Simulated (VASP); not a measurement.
# SnO (P4/nmm) in VASP: further runs

SnO is run at these levels: r2SCAN; tasks: single point.

Everything below comes from runs of VASP 6.6.1. Logs are shortened: lines on timing, memory, paths and dates and some standing lists are left out, and cuts for length are marked.

## Step 1: The cell of the first run

The structure is tetragonal, space group P4/nmm (No. 129). The conventional cell has a = 3.799 Å, b = 3.799 Å, c = 4.841 Å, α = 90.00°, β = 90.00°, γ = 90.00°. Sn (site symmetry 4mm) has 4 O at 2.22 Å within 2.9 Å. O (site symmetry -4m2) has 4 Sn at 2.22 Å and 4 O at 2.69 Å within 2.9 Å.

## Step 2: Single point, r2SCAN

POSCAR reads:

```
SnO
1.0
    3.7986000000      0.0000000000      0.0000000000
    0.0000000000      3.7986000000      0.0000000000
    0.0000000000      0.0000000000      4.8408000000
Sn O
2 2
Direct
    0.5000000000      0.0000000000      0.2369000000
    0.0000000000      0.5000000000      0.7631000000
    0.0000000000      0.0000000000      0.0000000000
    0.5000000000      0.5000000000      0.0000000000
```

INCAR.step1 reads:

```
PREC     = Accurate       # precision mode
ENCUT    = 520            # plane-wave cutoff, eV
ISMEAR   = 0              # smearing method
SIGMA    = 0.1            # smearing width, eV
LREAL    = False          # projectors in reciprocal space
LASPH    = True           # aspherical terms in the spheres
NELM     = 80             # most SCF steps
NBANDS   = 28             # bands
GGA      = PE             # functional
ALGO     = Normal         # electronic algorithm
EDIFF    = 1E-4           # SCF threshold, eV
LWAVE    = True           # write WAVECAR
LCHARG   = False          # write CHGCAR
```

INCAR.step2 reads:

```
PREC     = Accurate       # precision mode
ENCUT    = 520            # plane-wave cutoff, eV
EDIFF    = 1E-6           # SCF threshold, eV
ISMEAR   = 0              # smearing method
SIGMA    = 0.1            # smearing width, eV
LREAL    = False          # projectors in reciprocal space
LASPH    = True           # aspherical terms in the spheres
NELM     = 80             # most SCF steps
ALGO     = Normal         # electronic algorithm
ISIF     = 2              # what is computed and relaxed
LWAVE    = False          # write WAVECAR
LCHARG   = True           # write CHGCAR
METAGGA  = R2SCAN         # meta-GGA
LMIXTAU  = True         
LELF     = True           # ELF
LVHAR    = True         
NBANDS   = 28             # bands
ISTART   = 1
```

KPOINTS reads:

```
regular mesh
0
Gamma
  6 6 4
```

Potentials or basis: VASP PAW PBE potentials, release 64 (Sn_d, O).

The run is started by

```sh
$ cat potpaw_PBE.64/Sn_d/POTCAR potpaw_PBE.64/O/POTCAR > POTCAR
$ cp INCAR.step1 INCAR
$ mpirun -np 1 vasp_std > vasp.out
$ cp INCAR.step2 INCAR
$ mpirun -np 1 vasp_std > vasp.out
```

OUTCAR:

```text
PREC = Accurate
   ENCUT = 520
   EDIFF = 1E-6
   ISMEAR = 0
   LREAL = False
   LASPH = True
   NELM = 80
   ISIF = 2
   METAGGA = R2SCAN
   ISTART = 1

 ion  position               nearest neighbor table
   1  0.500  0.000  0.237-   3 2.22   4 2.22   4 2.22   3 2.22   2 3.53   2 3.53   2 3.53   2 3.53
                             2 3.70   2 3.70   2 3.70   2 3.70
   2  0.000  0.500  0.763-   3 2.22   4 2.22   3 2.22   4 2.22   1 3.53   1 3.53   1 3.53   1 3.53
                             1 3.70   1 3.70   1 3.70   1 3.70
   3  0.000  0.000  0.000-   1 2.22   2 2.22   2 2.22   1 2.22
   4  0.500  0.500  0.000-   1 2.22   2 2.22   1 2.22   2 2.22

  LATTYP: Found a simple tetragonal cell.
 ALAT       =     3.7986000000
 C/A-ratio  =     1.2743642395

  Lattice vectors:

 A1 = (   3.7986000000,   0.0000000000,   0.0000000000)
 A2 = (   0.0000000000,   3.7986000000,   0.0000000000)
 A3 = (   0.0000000000,   0.0000000000,   4.8408000000)

Analysis of symmetry for initial positions (statically):
=====================================================================
 Subroutine PRICEL returns:
 Original cell was already a primitive cell.

 Routine SETGRP: Setting up the symmetry group for a
 simple tetragonal supercell.

 Subroutine GETGRP returns: Found 16 space group operations
 (whereof  8 operations were pure point group operations)
 out of a pool of 16 trial point group operations.

The static configuration has the point symmetry D_2d.
 The point group associated with its full space group is D_4h.

Analysis of symmetry for dynamics (positions and initial velocities):
=====================================================================
 Subroutine PRICEL returns:
 Original cell was already a primitive cell.

 Routine SETGRP: Setting up the symmetry group for a
 simple tetragonal supercell.

 Subroutine GETGRP returns: Found 16 space group operations
 (whereof  8 operations were pure point group operations)
 out of a pool of 16 trial point group operations.

The dynamic configuration has the point symmetry D_2d.
 The point group associated with its full space group is D_4h.

 Subroutine INISYM returns: Found 16 space group operations
 (whereof  8 operations are pure point group operations),
 and found     1 'primitive' translations

----------------------------------------------------------------------------------------

                                     Primitive cell
[... 94 lines left out ...]
   NELM   =     80;   NELMIN=  2; NELMDL=  0     # of ELM steps
   EDIFF  = 0.1E-05   stopping-criterion for ELM
   LREAL  =      F    real-space projection
   EDIFFG = 0.1E-04   stopping-criterion for IOM
   NSW    =      0    number of steps for IOM
   IBRION =     -1    ionic relax: 0-MD 1-quasi-New 2-CG
   NFREE  =      0    steps in history (QN), initial steepest desc. (CG)
   ISIF   =      2    stress and relaxation
   ISYM   =      2    0-nonsym 1-usesym 2-fastsym
   POTIM  = 0.5000    time-step for ionic-motion
   TEBEG  =    0.0;   TEEND  =   0.0 temperature during run
   PSTRESS=    0.0 pullay stress
   NELECT =      40.0000    total number of electrons
   NUPDOWN=      -1.0000    fix difference up-down
   EMIN   =  10.00;   EMAX   =-10.00  energy-range for DOS
   EFERMI =   0.00;   METHOD = LEGACY
   ISMEAR =     0;   SIGMA  =   0.10  broadening in eV -4-tet -1-fermi 0-gaus
   EFERMI_NEDOS =   21; number of points for ismear=-14 and -15
   IALGO  =     38    algorithm
   IMIX   =      4    mixing-type and parameters
     AMIX     =   0.40;   BMIX     =  1.00
     AMIX_MAG =   1.60;   BMIX_MAG =  1.00
  volume/ion in A,a.u.               =      17.46       117.84
  Fermi-wavevector in a.u.,A,eV,Ry     =   1.359482  2.569048 25.146163  1.848191
  Thomas-Fermi vector in A             =   2.486226
   LORBIT       =      0    0 simple, 1 ext, 2 COOP (PROOUT), +10 PAW based schemes
   METAGGA = R2SCAN    functional components
   LHFCALC =     F    Hartree Fock is set to
   AEXX    =    0.0000 exact exchange contribution
   IVDW    =     0    specifies the selected vdW correction
   LEPSILON=     F    determine dielectric tensor
   LRPA    =     F    only Hartree local field effects (RPA)
 non-spin polarized calculation
 Gauss-broadening in eV      SIGMA  =   0.10
  energy-cutoff  :      520.00
  volume of cell :       69.85
 maximum number of plane-waves:      1902
   NGX = 15   NGY = 15   NGZ = 19

 number of electron      39.9999994 magnetization

 Free energy of the ion-electron system (eV)
  ---------------------------------------------------
  ext. energy  EPLUGINS =         0.00000000
  ---------------------------------------------------
  free energy    TOTEN  =       -66.89863713 eV

  energy without entropy =      -66.89816242  energy(sigma->0) =      -66.89839978

 E-fermi :   7.3101     XC(G=0): -10.9501

 val. band max:        7.2312442832   @ k =   0.0000   0.0000   0.0000
 cond. band min:       7.4158360375   @ k =   0.5000   0.5000   0.0000
 fundamental gap:      0.1845917543
 Fermi energy:         7.3100891056

 k-point     1 :       0.0000    0.0000    0.0000
  band No.  band energies     occupation
      1     -15.7818      2.00000
      2     -15.2044      2.00000
      3     -15.1932      2.00000
      4     -15.1932      2.00000
      5     -15.1428      2.00000
      6     -15.1215      2.00000
[... 733 lines left out ...]
     27      16.6951      0.00000
     28      16.6951      0.00000

 [... further k-points ...]

------------------------ aborting loop because EDIFF is reached ----------------------------------------

  FORCE on cell =-STRESS in cart. coord.  units (eV):
  Direction    XX          YY          ZZ          XY          YZ          ZX
  --------------------------------------------------------------------------------------
  -------------------------------------------------------------------------------------
  Total        0.5782948      0.5782948      0.5259357      0.0000000      0.0000000      0.0000000
  in kB       13.2646443     13.2646443     12.0636563      0.0000000      0.0000000      0.0000000
  external PRESSURE =      12.8643149 kB  Pullay stress =       0.0000000 kB

 VOLUME and BASIS-vectors are now :
 -----------------------------------------------------------------------------
  energy-cutoff  :      520.00
  volume of cell :       69.85
      direct lattice vectors                 reciprocal lattice vectors
     3.798600000  0.000000000  0.000000000     0.263254883  0.000000000  0.000000000
     0.000000000  3.798600000  0.000000000     0.000000000  0.263254883  0.000000000
     0.000000000  0.000000000  4.840800000     0.000000000  0.000000000  0.206577425

 POSITION                                       TOTAL-FORCE (eV/Angst)
 -----------------------------------------------------------------------------------
      1.89930      0.00000      1.14679         0.000000      0.000000      0.148802
      0.00000      1.89930      3.69401        -0.000000      0.000000     -0.148802
      0.00000      0.00000      0.00000        -0.000000      0.000000     -0.000000
      1.89930      1.89930      0.00000        -0.000000     -0.000000     -0.000000
 -----------------------------------------------------------------------------------
    total drift:                                0.000000      0.000000      0.000000

  FREE ENERGIE OF THE ION-ELECTRON SYSTEM (eV)
  ---------------------------------------------------
  free  energy   TOTEN  =       -66.8986371297 eV

  energy  without entropy=      -66.8981624230  energy(sigma->0) =      -66.89839978
```

OUTCAR.step1:

```text
PREC = Accurate
   ENCUT = 520
   ISMEAR = 0
   LREAL = False
   LASPH = True
[... 976 lines left out ...]
      1.89930      0.00000      1.14679         0.000000      0.000000      0.606823
      0.00000      1.89930      3.69401         0.000000      0.000000     -0.606823
      0.00000      0.00000      0.00000         0.000000     -0.000000      0.000000
      1.89930      1.89930      0.00000         0.000000      0.000000      0.000000
 -----------------------------------------------------------------------------------
    total drift:                                0.000000      0.000000      0.000000

  FREE ENERGIE OF THE ION-ELECTRON SYSTEM (eV)
  ---------------------------------------------------
  free  energy   TOTEN  =       -22.6596508109 eV

  energy  without entropy=      -22.6581978357  energy(sigma->0) =      -22.65892432
```

OSZICAR.step1:

```text
N       E                     dE             d eps       ncg     rms          rms(c)
DAV:   1     0.422549271143E+03    0.42255E+03   -0.19947E+04  1740   0.219E+03
DAV:   2     0.369584579559E+02   -0.38559E+03   -0.37011E+03  1764   0.545E+02
DAV:   3    -0.234079432539E+02   -0.60366E+02   -0.59320E+02  1916   0.181E+02
DAV:   4    -0.262764622741E+02   -0.28685E+01   -0.28536E+01  1952   0.423E+01
DAV:   5    -0.263442189227E+02   -0.67757E-01   -0.67751E-01  1844   0.697E+00    0.117E+01
DAV:   6    -0.226786061194E+02    0.36656E+01   -0.16530E+01  2704   0.445E+01    0.491E+00
DAV:   7    -0.226779839607E+02    0.62216E-03   -0.19885E+00  2012   0.855E+00    0.247E+00
DAV:   8    -0.226661064167E+02    0.11878E-01   -0.27009E-01  2288   0.359E+00    0.811E-01
DAV:   9    -0.226587332788E+02    0.73731E-02   -0.45315E-02  2608   0.228E+00    0.234E-01
DAV:  10    -0.226599357239E+02   -0.12024E-02   -0.70894E-03  2320   0.777E-01    0.141E-01
DAV:  11    -0.226596075668E+02    0.32816E-03   -0.17713E-03  2460   0.401E-01    0.203E-02
DAV:  12    -0.226596508109E+02   -0.43244E-04   -0.31762E-04  1736   0.990E-02
   1 F= -.22659651E+02 E0= -.22658924E+02  d E =-.145298E-02
```

Wall time 2.1 min (1 thread of Intel Xeon Platinum 8488C (Sapphire Rapids), shared host); peak memory 0.2 GiB.

What came out:

| Property | Result |
| --- | --- |
| Free energy | -66.8986 eV |
| Pressure | 1.3 GPa |
| Largest force | 0.149 eV/Å |
| Band gap on the k mesh | 0.18 eV, indirect (least direct gap 2.31 eV) |

Forces in eV/Å, atoms in the order of the input:
```
Sn   0.000  0.000  0.149
Sn   0.000  0.000 -0.149
O    0.000  0.000  0.000
O    0.000  0.000  0.000
```

Caveat: the PAW data sets were made with another functional, which shifts forces and pressure a little; spin-orbit coupling is left out, which moves the levels of the heavy elements. A k mesh can miss the band edges.

## Step 3: Single point, r2SCAN (volume scaled by 0.94, then relaxed in part)

POSCAR reads:

```
SnO
1.0
    3.7835787888      0.0000000000      0.0000000000
    0.0000000000      3.7835787888      0.0000000000
    0.0000000000      0.0000000000      4.6967824776
Sn O
2 2
Direct
    0.5000000000      0.0000000000      0.2439679051
    0.0000000000      0.5000000000      0.7560320949
    0.0000000000      0.0000000000      0.0000000000
    0.5000000000      0.5000000000      0.0000000000
```

INCAR.step1 reads:

```
ALGO = Normal
EDIFF = 1E-4
ENCUT = 520
GGA = PE
ISMEAR = 0
LASPH = True
LCHARG = False
LREAL = False
LWAVE = True
NBANDS = 28
NELM = 80
PREC = Accurate
SIGMA = 0.01
```

INCAR.step2 reads:

```
ALGO = Normal
EDIFF = 1E-6
ENCUT = 520
ISIF = 2
ISMEAR = 0
ISTART = 1
LASPH = True
LCHARG = False
LMIXTAU = True
LREAL = False
LWAVE = False
METAGGA = R2SCAN
NBANDS = 28
NELM = 80
PREC = Accurate
SIGMA = 0.01
```

KPOINTS reads:

```
k-points
0
Gamma
  10 10 8
```

Potentials or basis: VASP PAW PBE potentials, release 64 (Sn_d, O).

The run is started by

```sh
$ cat potpaw_PBE.64/Sn_d/POTCAR potpaw_PBE.64/O/POTCAR > POTCAR
$ cp INCAR.step1 INCAR
$ mpirun -np 1 vasp_std > vasp.out
$ cp INCAR.step2 INCAR
$ mpirun -np 1 vasp_std > vasp.out
```

Wall time 3.5 min (1 thread of Intel Xeon 6975P-C (Granite Rapids), shared host); peak memory 0.28 GiB.

Results (log left out):

```yaml
Free_energy: -66.8751 eV
Pressure: 2.6 GPa
Largest_force: 0.144 eV/Å
Band_gap_on_the_k_mesh: zero (band 20 reaches 7.74 eV, above the bottom of band 21 at 7.65 eV)
```

Forces in eV/Å, atoms in the order of the input:
```
Sn   0.000  0.000  0.144
Sn   0.000  0.000 -0.144
O    0.000  0.000  0.000
O    0.000  0.000  0.000
```

Levels at points of the mesh, in eV from the Fermi level:
```csv
k point,band 18,band 19,band 20,band 21,band 22,band 23
"(0.00, 0.00, 0.00)",-3.72,-3.72,0.02,2.55,4.67,4.67
"(0.50, 0.00, 0.00)",-5.45,-3.17,-3.17,3.64,3.64,6.13
"(0.50, 0.50, 0.00)",-3.04,-2.19,-2.19,-0.07,-0.07,4.79
"(0.00, 0.00, 0.50)",-3.74,-2.83,-2.64,1.96,2.86,2.86
"(0.50, 0.00, 0.50)",-5.41,-2.10,-2.10,2.95,2.95,5.54
"(0.50, 0.50, 0.50)",-3.12,-3.04,-3.04,2.32,2.32,4.66
```

Caveat: the cell differs from its parent crystal (volume scaled by 0.94, then relaxed in part); the PAW data sets were made with another functional, which shifts forces and pressure a little; spin-orbit coupling is left out, which moves the levels of the heavy elements.

## Step 4: Single point, r2SCAN (volume scaled by 0.97, then relaxed in part)

POSCAR reads:

```
SnO
1.0
    3.7975821743      0.0000000000      0.0000000000
    0.0000000000      3.7975821743      0.0000000000
    0.0000000000      0.0000000000      4.8110019363
Sn O
2 2
Direct
    0.5000000000      0.0000000000      0.2381461456
    0.0000000000      0.5000000000      0.7618538544
    0.0000000000      0.0000000000      0.0000000000
    0.5000000000      0.5000000000      0.0000000000
```

INCAR.step1 reads:

```
SYSTEM = SnO
  ALGO = Normal
  EDIFF = 1E-4
  ENCUT = 520
  GGA = PE
  ISMEAR = 0
  LASPH = .TRUE.
  LCHARG = .FALSE.
  LREAL = .FALSE.
  LWAVE = .TRUE.
  NBANDS = 28
  NELM = 60
  PREC = Accurate
  SIGMA = 0.01
```

INCAR.step2 reads:

```
SYSTEM = SnO
  ALGO = Normal
  EDIFF = 1E-6
  ENCUT = 520
  ISIF = 2
  ISMEAR = 0
  ISTART = 1
  LASPH = .TRUE.
  LCHARG = .FALSE.
  LMIXTAU = .TRUE.
  LREAL = .FALSE.
  LWAVE = .FALSE.
  METAGGA = R2SCAN
  NBANDS = 28
  NELM = 60
  PREC = Accurate
  SIGMA = 0.01
```

KPOINTS reads:

```
k-points
0
G
  10 10 8
  0 0 0
```

The run is started by

```sh
$ cat potpaw_PBE.64/Sn_d/POTCAR potpaw_PBE.64/O/POTCAR > POTCAR
$ cp INCAR.step1 INCAR
$ mpirun -np 1 vasp_std > vasp.out
$ cp INCAR.step2 INCAR
$ mpirun -np 1 vasp_std > vasp.out
```

Run time: 3.6 min. Hardware: 1 thread of Intel Xeon 6975P-C (Granite Rapids), shared host; peak memory 0.29 GiB.

It converged, with:

- Free energy: -66.8962 eV
- Pressure: 1.5 GPa
- Largest force: 0.149 eV/Å
- Band gap on the k mesh: 0.14 eV, indirect (least direct gap 2.28 eV)

Forces in eV/Å, atoms in the order of the input:
```
Sn   0.000  0.000  0.149
Sn   0.000  0.000 -0.149
O    0.000  0.000  0.000
O    0.000  0.000  0.000
```

Stress tensor (GPa, compression positive):
```
1.52 0.00 0.00
0.00 1.52 0.00
0.00 0.00 1.44
```

Levels at points of the mesh, in eV from the valence-band top:
| k point | band 18 | band 19 | band 20 | band 21 | band 22 | band 23 |
| --- | --- | --- | --- | --- | --- | --- |
| (0.00, 0.00, 0.00) | -3.66 | -3.66 | 0.00 | 2.43 | 4.64 | 4.83 |
| (0.50, 0.00, 0.00) | -5.36 | -3.03 | -3.03 | 3.50 | 3.50 | 6.19 |
| (0.50, 0.50, 0.00) | -2.98 | -2.14 | -2.14 | 0.14 | 0.14 | 4.76 |
| (0.00, 0.00, 0.50) | -3.67 | -3.05 | -2.58 | 1.95 | 3.07 | 3.07 |
| (0.50, 0.00, 0.50) | -5.32 | -2.04 | -2.04 | 2.81 | 2.81 | 5.66 |
| (0.50, 0.50, 0.50) | -2.98 | -2.95 | -2.95 | 2.44 | 2.44 | 4.43 |

Caveat: the cell differs from its parent crystal (volume scaled by 0.97, then relaxed in part); the PAW data sets were made with another functional, which shifts forces and pressure a little; spin-orbit coupling is left out, which moves the levels of the heavy elements. A k mesh can miss the band edges.

## Step 5: Single point, r2SCAN

This run uses another cell than the first one, of 17.88 Å³/atom, 1.024 times its volume.

POSCAR reads:

```
SnO
1.0
    3.8087040962      0.0000000000      0.0000000000
    0.0000000000      3.8087040962      0.0000000000
    0.0000000000      0.0000000000      4.9308715784
Sn O
2 2
Direct
    0.5000000000      0.0000000000      0.2325790632
    0.0000000000      0.5000000000      0.7674209368
    0.0000000000      0.0000000000      0.0000000000
    0.5000000000      0.5000000000      0.0000000000
```

INCAR.step1 reads:

```
ALGO = Normal
EDIFF = 1E-4
ENCUT = 520
GGA = PE
ISMEAR = 0
LASPH = T
LCHARG = F
LREAL = F
LWAVE = T
NBANDS = 28
NELM = 100
PREC = Accurate
SIGMA = 0.01
```

INCAR.step2 reads:

```
ALGO = Normal
EDIFF = 1E-6
ENCUT = 520
ISIF = 2
ISMEAR = 0
ISTART = 1
LASPH = T
LCHARG = F
LMIXTAU = T
LREAL = F
LWAVE = F
METAGGA = R2SCAN
NBANDS = 28
NELM = 100
PREC = Accurate
SIGMA = 0.01
```

KPOINTS reads:

```
k-points
0
Gamma
  10 10 8
```

The run is started by

```sh
$ cat potpaw_PBE.64/Sn_d/POTCAR potpaw_PBE.64/O/POTCAR > POTCAR
$ cp INCAR.step1 INCAR
$ mpirun -np 1 vasp_std > vasp.out
$ cp INCAR.step2 INCAR
$ mpirun -np 1 vasp_std > vasp.out
```

Wall time 3.9 min (1 thread of Intel Xeon 6975P-C (Granite Rapids), shared host); peak memory 0.3 GiB.

Results (log left out):

| Item | Value |
| --- | --- |
| Free energy | -66.9038 eV |
| Pressure | 0.6 GPa |
| Largest force | 0.141 eV/Å |
| Band gap on the k mesh | 0.37 eV, indirect (least direct gap 2.32 eV) |

Forces on the atoms (eV/Å):
```
Sn   0.000  0.000  0.141
Sn   0.000  0.000 -0.141
O    0.000  0.000  0.000
O    0.000  0.000  0.000
```

Levels at points of the mesh, in eV from the valence-band top:
```csv
k point,band 16,band 17,band 18,band 19,band 20,band 21,band 22,band 23,band 24,band 25
"(0.00, 0.00, 0.00)",-6.69,-3.86,-3.57,-3.57,0.00,2.34,4.39,5.02,5.02,5.97
"(0.50, 0.00, 0.00)",-5.39,-5.25,-5.25,-2.86,-2.86,3.38,3.38,6.22,6.22,6.27
"(0.50, 0.50, 0.00)",-5.54,-2.89,-2.89,-2.06,-2.06,0.37,0.37,4.76,4.76,7.48
"(0.00, 0.00, 0.50)",-3.91,-3.58,-3.58,-3.22,-2.50,1.97,3.29,3.29,3.89,8.21
"(0.50, 0.00, 0.50)",-5.80,-5.22,-5.22,-1.96,-1.96,2.71,2.71,5.80,5.80,6.97
"(0.50, 0.50, 0.50)",-5.91,-2.89,-2.89,-2.77,-2.77,2.57,2.57,4.22,4.22,5.93
```

Caveat: the PAW data sets were made with another functional, which shifts forces and pressure a little; spin-orbit coupling is left out, which moves the levels of the heavy elements. A k mesh can miss the band edges.

## Step 6: Summary

| cell | k mesh | smearing | gap on the mesh (eV) | pressure (GPa) | largest force (eV/Å) |
| --- | --- | --- | --- | --- | --- |
| a = 3.799, b = 3.799, c = 4.841 Å, 4 atoms | 6 × 6 × 4 | gaussian 0.1 eV | 0.18 | 1.3 | 0.15 |
| a = 3.784, b = 3.784, c = 4.697 Å, 4 atoms | 10 × 10 × 8 | gaussian 0.01 eV | none | 2.6 | 0.14 |
| a = 3.798, b = 3.798, c = 4.811 Å, 4 atoms | 10 × 10 × 8 | gaussian 0.01 eV | 0.14 | 1.5 | 0.15 |
| a = 3.809, b = 3.809, c = 4.931 Å, 4 atoms | 10 × 10 × 8 | gaussian 0.01 eV | 0.37 | 0.6 | 0.14 |

Alike in all rows: task single point; level r2SCAN; potentials or basis VASP PAW PBE potentials, release 64 (Sn_d, O); no spin polarisation; cutoff (eV) 520.

Caveats: the PAW data sets were made with another functional, which shifts forces and pressure a little; spin-orbit coupling is left out, which moves the levels of the heavy elements.

Absolute energies hang on the potentials; compare differences alone.
